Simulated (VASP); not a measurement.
# AgCl (P-1) in VASP: single point with PBE

Aim: the single point of AgCl with PBE.

Program: VASP 6.6.1. These are calculated values, not measurements. Logs are shortened: lines on timing, memory, paths and dates and some standing lists are left out, and cuts for length are marked.

### 1 The cell of the first run

The typed cell holds 4 atoms: a = 5.811 Å, b = 5.918 Å, c = 3.925 Å, α = 87.83°, β = 91.10°, γ = 142.80°.

### 2 Single point, PBE (equal xy, yz and zx shear strains of +3 %)

The input, INCAR:

```
SYSTEM = AgCl
ALGO = Normal ; EDIFF = 1E-7
ENCUT = 520 ; GGA = PE
ISIF = 2 ; ISMEAR = -1
LASPH = .TRUE. ; LCHARG = .FALSE.
LREAL = .FALSE. ; LWAVE = .FALSE.
NBANDS = 26 ; NELM = 80
PREC = Accurate ; SIGMA = 0.03
```

The input, KPOINTS:

```
k-points
0
G
  9 9 8
  0 0 0
```

The input, POSCAR:

```
AgCl
1.0
    1.7875607745     -5.5285315903     -0.0552852830
    1.9542586315      5.5846588813      0.1114125741
    0.0588605602      0.0588605602      3.9240373500
Ag Cl
2 2
Direct
    0.3965554000      0.6034446000      0.7500000000
    0.6034446000      0.3965554000      0.2500000000
    0.8654487300      0.1345512700      0.2500000000
    0.1345512700      0.8654487300      0.7500000000
```

Potentials or basis: VASP PAW PBE potentials, release 64 (Ag, Cl).

Launch:

```console
> cat potpaw_PBE.64/Ag/POTCAR potpaw_PBE.64/Cl/POTCAR > POTCAR
> mpirun -np 1 vasp_std > vasp.out
```

OUTCAR:

```text
SYSTEM = AgCl
   EDIFF = 1E-7
   ENCUT = 520
   GGA = PE
   ISIF = 2
   ISMEAR = -1
   LASPH = .TRUE.
   LREAL = .FALSE.
   NELM = 80
   PREC = Accurate

 ion  position               nearest neighbor table
   1  0.397  0.603  0.750-   3 2.69   3 2.69   3 2.76   3 2.79   4 2.91   2 2.98   2 3.07
   2  0.603  0.397  0.250-   4 2.69   4 2.69   4 2.76   4 2.79   3 2.91   1 2.98   1 3.07
   3  0.865  0.135  0.250-   1 2.69   1 2.69   1 2.76   1 2.79   2 2.91
   4  0.135  0.865  0.750-   2 2.69   2 2.69   2 2.76   2 2.79   1 2.91

  LATTYP: Found a triclinic cell.
 ALAT       =     3.7426612207
 B/A-ratio  =     2.0786120673
 C/A-ratio  =     1.0486976853
 COS(alpha) =     0.0002180418
 COS(beta)  =     0.0302114049
 COS(gamma) =     0.7000517989

  Lattice vectors:

 A1 = (  -3.7418194060,  -0.0561272910,  -0.0561272911)
 A2 = (  -5.5293801805,   5.4724042993,  -0.0008420081)
 A3 = (  -0.0588605602,  -0.0588605602,  -3.9240373500)

Analysis of symmetry for initial positions (statically):
=====================================================================
 Subroutine PRICEL returns:
 Original cell was already a primitive cell.

 Routine SETGRP: Setting up the symmetry group for a
 triclinic supercell.

 Subroutine GETGRP returns: Found  2 space group operations
 (whereof  2 operations were pure point group operations)
 out of a pool of  2 trial point group operations.

The static configuration has the point symmetry S_2 .

Analysis of symmetry for dynamics (positions and initial velocities):
=====================================================================
 Subroutine PRICEL returns:
 Original cell was already a primitive cell.

 Routine SETGRP: Setting up the symmetry group for a
 triclinic supercell.

 Subroutine GETGRP returns: Found  2 space group operations
 (whereof  2 operations were pure point group operations)
 out of a pool of  2 trial point group operations.

The dynamic configuration has the point symmetry S_2 .

 Subroutine INISYM returns: Found  2 space group operations
 (whereof  2 operations are pure point group operations),
 and found     1 'primitive' translations

----------------------------------------------------------------------------------------

                                     Primitive cell

  volume of cell :      81.5332

  direct lattice vectors                    reciprocal lattice vectors
     1.787560774 -5.528531590 -0.055285283     0.268698597 -0.093974326 -0.002620864
     1.954258631  5.584658881  0.111412574     0.266037817  0.086071818 -0.005281645
     0.058860560  0.058860560  3.924037350    -0.003767772 -0.003767772  0.254952605

  length of vectors
     5.810601650  5.917765996  3.924920159     0.284669948  0.279664752  0.255008281

  position of ions in fractional coordinates (direct lattice)
     0.396555400  0.603444600  0.750000000
     0.603444600  0.396555400  0.250000000
     0.865448730  0.134551270  0.250000000
     0.134551270  0.865448730  0.750000000

  ion indices of the primitive-cell ions
   primitive index   ion index
                 1           1
                 2           2
                 3           3
                 4           4

----------------------------------------------------------------------------------------

 KPOINTS: k-points

Automatic generation of k-mesh.
 Grid dimensions read from file:
 generate k-points for:    9    9    8

 Generating k-lattice:

  Cartesian coordinates                     Fractional coordinates (reciprocal lattice)
     0.029855400 -0.010441592 -0.000291207     0.111111111 -0.000000000 -0.000000000
     0.029559757  0.009563535 -0.000586849    -0.000000000  0.111111111  0.000000000
    -0.000470972 -0.000470972  0.031869076     0.000000000 -0.000000000  0.125000000

  Length of vectors
     0.031629994  0.031073861  0.031876035

  Shift w.r.t. Gamma in fractional coordinates (k-lattice)
     0.000000000  0.000000000  0.000000000

 Subroutine IBZKPT returns following result:
 ===========================================

 Found    325 irreducible k-points:

 Following reciprocal coordinates:
            Coordinates               Weight
  0.000000  0.000000  0.000000      1.000000
  0.111111  0.000000  0.000000      2.000000
  0.222222  0.000000  0.000000      2.000000
  0.333333 -0.000000  0.000000      2.000000
  0.444444  0.000000  0.000000      2.000000
 -0.000000  0.111111 -0.000000      2.000000
[... 16 lines left out ...]
 -0.111111  0.222222 -0.000000      2.000000
 -0.000000  0.333333 -0.000000      2.000000
 [... further k-points ...]
   k-points           NKPTS =    325   k-points in BZ     NKDIM =    325   number of bands    NBANDS=     26
   number of dos      NEDOS =    301   number of ions     NIONS =      4
   total plane-waves  NPLWV =  69120
   dimension x,y,z NGX =    48 NGY =   48 NGZ =   30
   dimension x,y,z NGXF=    96 NGYF=   96 NGZF=   60
   ions per type =               2   2
   NGX,Y,Z   is equivalent  to a cutoff of  13.73, 13.48, 12.71 a.u.
   NGXF,Y,Z  is equivalent  to a cutoff of  27.47, 26.97, 25.41 a.u.
 SYSTEM =  AgCl
   PREC   = accura    normal or accurate (medium, high low for compatibility)
   ISTART =      0    job   : 0-new  1-cont  2-samecut
   ICHARG =      2    charge: 1-file 2-atom 10-const
   ISPIN  =      1    spin polarized calculation?
   LNONCOLLINEAR =      F non collinear calculations
   LSORBIT =      F    spin-orbit coupling
   LASPH  =      T    aspherical Exc in radial PAW
   ENCUT  =  520.0 eV  38.22 Ry    6.18 a.u.  10.80 11.00  7.30*2*pi/ulx,y,z
   NELM   =     80;   NELMIN=  2; NELMDL= -5     # of ELM steps
   EDIFF  = 0.1E-06   stopping-criterion for ELM
   LREAL  =      F    real-space projection
   EDIFFG = 0.1E-05   stopping-criterion for IOM
   NSW    =      0    number of steps for IOM
   IBRION =     -1    ionic relax: 0-MD 1-quasi-New 2-CG
   NFREE  =      0    steps in history (QN), initial steepest desc. (CG)
   ISIF   =      2    stress and relaxation
   ISYM   =      2    0-nonsym 1-usesym 2-fastsym
   POTIM  = 0.5000    time-step for ionic-motion
   TEBEG  =    0.0;   TEEND  =   0.0 temperature during run
   PSTRESS=    0.0 pullay stress
   NELECT =      36.0000    total number of electrons
   NUPDOWN=      -1.0000    fix difference up-down
   EMIN   =  10.00;   EMAX   =-10.00  energy-range for DOS
   EFERMI =   0.00;   METHOD = LEGACY
   ISMEAR =    -1;   SIGMA  =   0.03  broadening in eV -4-tet -1-fermi 0-gaus
   EFERMI_NEDOS =   21; number of points for ismear=-14 and -15
   IALGO  =     38    algorithm
   IMIX   =      4    mixing-type and parameters
     AMIX     =   0.40;   BMIX     =  1.00
     AMIX_MAG =   1.60;   BMIX_MAG =  1.00
  volume/ion in A,a.u.               =      20.38       137.55
  Fermi-wavevector in a.u.,A,eV,Ry     =   1.246611  2.355753 21.143975  1.554038
  Thomas-Fermi vector in A             =   2.380780
   LORBIT       =      0    0 simple, 1 ext, 2 COOP (PROOUT), +10 PAW based schemes
   GGA     = PE    functional components
   LHFCALC =     F    Hartree Fock is set to
   AEXX    =    0.0000 exact exchange contribution
   IVDW    =     0    specifies the selected vdW correction
   LEPSILON=     F    determine dielectric tensor
   LRPA    =     F    only Hartree local field effects (RPA)
 non-spin polarized calculation
  energy-cutoff  :      520.00
  volume of cell :       81.53
 maximum number of plane-waves:      2215
 NGX is ok and might be reduce to    48
   NGX = 21   NGY = 21   NGZ = 15

 number of electron      36.0000005 magnetization

 Free energy of the ion-electron system (eV)
  ---------------------------------------------------
  ext. energy  EPLUGINS =         0.00000000
  ---------------------------------------------------
  free energy    TOTEN  =       -10.64165878 eV

  energy without entropy =      -10.64165726  energy(sigma->0) =      -10.64165802

 E-fermi :   4.5256     XC(G=0): -10.2553

 val. band max:        4.2372423091   @ k =   0.2222   0.2222   0.0000
 cond. band min:       4.7382802332   @ k =   0.0000   0.0000   0.0000
 fundamental gap:      0.5010379241
 Fermi energy:         4.5256249235

 k-point     1 :       0.0000    0.0000    0.0000
  band No.  band energies     occupation
      1     -10.9167      2.00000
      2     -10.3085      2.00000
      3      -0.2689      2.00000
      4       0.7747      2.00000
      5       1.0214      2.00000
      6       1.1358      2.00000
[... 18 lines left out ...]
     25      14.4852      0.00000
     26      15.2316      0.00000

 k-point     2 :       0.1111    0.0000    0.0000
  band No.  band energies     occupation
      1     -10.8719      2.00000
      2     -10.2959      2.00000
      3      -0.2676      2.00000
      4       0.4688      2.00000
      5       0.6204      2.00000
      6       0.8578      2.00000
[... 18 lines left out ...]
     25      14.8323      0.00000
     26      15.1981      0.00000

 k-point     3 :       0.2222    0.0000    0.0000
  band No.  band energies     occupation
      1     -10.7517      2.00000
      2     -10.2668      2.00000
      3      -0.2671      2.00000
      4      -0.1295      2.00000
      5       0.1101      2.00000
      6       0.2015      2.00000
[... 18 lines left out ...]
     25      14.5775      0.00000
     26      15.3597      0.00000

 k-point     4 :       0.3333   -0.0000    0.0000
  band No.  band energies     occupation
      1     -10.5973      2.00000
      2     -10.2440      2.00000
      3      -0.7396      2.00000
      4      -0.5494      2.00000
      5      -0.1654      2.00000
      6      -0.1050      2.00000
[... 18 lines left out ...]
     25      13.8954      0.00000
     26      15.5103      0.00000

 k-point     5 :       0.4444    0.0000    0.0000
  band No.  band energies     occupation
      1     -10.4754      2.00000
      2     -10.2456      2.00000
      3      -1.1223      2.00000
      4      -0.8470      2.00000
      5      -0.2667      2.00000
      6      -0.1165      2.00000
[... 18 lines left out ...]
     25      13.3592      0.00000
     26      15.4474      0.00000

 k-point     6 :      -0.0000    0.1111   -0.0000
  band No.  band energies     occupation
      1     -10.8737      2.00000
      2     -10.2941      2.00000
      3      -0.2654      2.00000
      4       0.4684      2.00000
      5       0.6171      2.00000
      6       0.8552      2.00000
[... 427 lines left out ...]
 k-point    21 :      -0.3333    0.2222   -0.0000
  band No.  band energies     occupation
      1     -10.7705      2.00000
      2     -10.4000      2.00000
      3      -0.1734      2.00000
      4       0.3680      2.00000
      5       0.6577      2.00000
      6       0.8994      2.00000
[... 18 lines left out ...]
     25      14.3506      0.00000
     26      15.2963      0.00000

 k-point    22 :      -0.2222    0.2222   -0.0000
  band No.  band energies     occupation
      1     -10.8474      2.00000
      2     -10.3802      2.00000
      3      -0.2209      2.00000
      4       0.8322      2.00000
      5       0.9296      2.00000
      6       1.1116      2.00000
[... 18 lines left out ...]
     25      14.6317      0.00000
     26      14.9863      0.00000

 k-point    23 :      -0.1111    0.2222   -0.0000
  band No.  band energies     occupation
      1     -10.8413      2.00000
      2     -10.3276      2.00000
      3      -0.2386      2.00000
      4       0.4502      2.00000
      5       0.6332      2.00000
      6       0.8566      2.00000
[... 18 lines left out ...]
     25      14.9618      0.00000
     26      15.0823      0.00000

 k-point    24 :      -0.0000    0.3333   -0.0000
  band No.  band energies     occupation
      1     -10.6114      2.00000
      2     -10.2305      2.00000
      3      -0.7503      2.00000
      4      -0.5280      2.00000
      5      -0.1838      2.00000
      6      -0.1268      2.00000
[... 18 lines left out ...]
     25      14.0349      0.00000
     26      15.2156      0.00000

 [... further k-points ...]

------------------------ aborting loop because EDIFF is reached ----------------------------------------

  FORCE on cell =-STRESS in cart. coord.  units (eV):
  Direction    XX          YY          ZZ          XY          YZ          ZX
  --------------------------------------------------------------------------------------
  -------------------------------------------------------------------------------------
  Total        0.8086214      0.8981323      0.8174321     -0.0009016     -0.2548625     -0.0760954
  in kB       15.8899082     17.6488531     16.0630447     -0.0177166     -5.0082061     -1.4953213
  external PRESSURE =      16.5339353 kB  Pullay stress =       0.0000000 kB

 VOLUME and BASIS-vectors are now :
 -----------------------------------------------------------------------------
  energy-cutoff  :      520.00
  volume of cell :       81.53
      direct lattice vectors                 reciprocal lattice vectors
     1.787560774 -5.528531590 -0.055285283     0.268698597 -0.093974326 -0.002620864
     1.954258631  5.584658881  0.111412574     0.266037817  0.086071818 -0.005281645
     0.058860560  0.058860560  3.924037350    -0.003767772 -0.003767772  0.254952605

 POSITION                                       TOTAL-FORCE (eV/Angst)
 -----------------------------------------------------------------------------------
      1.93230      1.22181      2.98834         0.010315      0.016928     -0.005893
      1.86838     -1.10682      0.99183        -0.010315     -0.016928      0.005893
      1.82471     -4.01852      0.94815         0.035326      0.004949     -0.021588
      1.97597      4.13351      3.03201        -0.035326     -0.004949      0.021588
 -----------------------------------------------------------------------------------
    total drift:                                0.000000     -0.000000      0.000000

  FREE ENERGIE OF THE ION-ELECTRON SYSTEM (eV)
  ---------------------------------------------------
  free  energy   TOTEN  =       -10.6416587763 eV

  energy  without entropy=      -10.6416572649  energy(sigma->0) =      -10.64165802
```

Run time: 19 min. Hardware: 1 thread of Intel Xeon 8259CL, shared host; peak memory 0.67 GiB.

Results:

| Item | Value |
| --- | --- |
| Free energy | -10.6417 eV |
| Pressure | 1.7 GPa |
| Largest force | 0.042 eV/Å |
| Band gap on the k mesh | 0.50 eV (least direct gap 1.97 eV) |

Forces in eV/Å, atoms in the order of the input:
```
Ag   0.010  0.017 -0.006
Ag  -0.010 -0.017  0.006
Cl   0.035  0.005 -0.022
Cl  -0.035 -0.005  0.022
```

Caveat: the cell differs from its parent crystal (equal xy, yz and zx shear strains of +3 %); semilocal functionals underestimate gaps, and a narrow one can read as zero. A k mesh can miss the band edges.
